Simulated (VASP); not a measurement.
MgF2, 6 atoms in the cell. The typed cell holds 6 atoms: a = 4.450 Å, b = 4.450 Å, c = 2.933 Å, α = 90.00°, β = 90.00°, γ = 90.00°.  This cell differs from its parent crystal: strain -3.7%.

| Quantity | Value |
| --- | --- |
| Program | VASP 6.6.1 |
| Task | single point |
| Functional | HSE06 |
| Potentials or basis | VASP PAW PBE potentials, release 64 (Mg, F) |
| Cutoff | 520 eV |
| k mesh | 4 × 4 × 6 |
| Occupations | gaussian, width 0.01 eV |
| Spin | no spin polarisation |
| Dipole correction | no |
| Grid for exact exchange (PRECFOCK) | Normal |
| Further INCAR settings | ALGO = Normal; EDIFF = 1e-06; NBANDS = 25 |
| Share of exact exchange | 0.25 |
| Screening parameter | 0.2079 1/Å |

Potentials or basis: VASP PAW PBE potentials, release 64 (Mg, F).

The run is started by

```console
$ cat potpaw_PBE.64/Mg/POTCAR potpaw_PBE.64/F/POTCAR > POTCAR
$ cp INCAR.step1 INCAR
$ mpirun -np 4 vasp_std > vasp.out
$ cp INCAR.step2 INCAR
$ mpirun -np 4 vasp_std > vasp.out
```

Hardware: 4 MPI ranks on Intel(R) Xeon(R) Platinum 8375C CPU @ 2.90GHz (Ice Lake), with other jobs on the host.

Question: Estimate the wall time of this run.

Answer: Run time: 76 min on 4 MPI ranks on Intel(R) Xeon(R) Platinum 8375C CPU @ 2.90GHz (Ice Lake), on a shared host, peak memory 0.33 GiB a rank. Counts: k points 36.
